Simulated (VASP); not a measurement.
Set up this calculation in VASP 6.6.1, as the native input.

| Item | Value |
| --- | --- |
| Task | single point |
| Functional | PBE |
| Potentials or basis | VASP PAW PBE potentials, release 64 (Mg, O) |
| Cutoff | 520 eV |
| k mesh | 15 × 15 × 15 |
| Occupations | fermi-dirac, width 0.08 eV |
| Spin | no spin polarisation |
| Dipole correction | no |
| Further INCAR settings | ALGO = Normal; EDIFF = 1e-07; NBANDS = 11 |

The structure of MgO (CsCl type) lies in POSCAR:

```
MgO
1.0
    2.1792908073      0.0000000000      0.0000000000
    0.0000000000      2.1792908073      0.0000000000
    0.0000000000      0.0000000000      2.1792908073
Mg O
1 1
Direct
    0.0000000000      0.0000000000      0.0000000000
    0.5000000000      0.5000000000      0.5000000000
```

This cell differs from its parent crystal: volume scaled by 0.55, core large.

One way to write it, as run:

INCAR

```
SYSTEM = MgO
PREC = Accurate ; ENCUT = 520
EDIFF = 1E-7 ; ISMEAR = -1
SIGMA = 0.08 ; LREAL = .False.
LASPH = .True. ; NELM = 80
ALGO = Normal ; ISIF = 2
LWAVE = .False. ; LCHARG = .True.
GGA = PE ; LELF = .True.
LVHAR = .True. ; NBANDS = 11
```

KPOINTS

```
regular mesh
0
Gamma
  15 15 15
  0 0 0
```

Potentials or basis: VASP PAW PBE potentials, release 64 (Mg, O).

Launch:

```bash
$ cat potpaw_PBE.64/Mg/POTCAR potpaw_PBE.64/O/POTCAR > POTCAR
$ mpirun -np 1 vasp_std > vasp.out
```

Results of the run:

```
Pressure               : 284.0 GPa
Band gap on the k mesh : 7.28 eV, direct
```

Run time: 9.3 s on 1 thread of AMD EPYC 7R13, with other jobs on the host, peak memory 0.12 GiB.
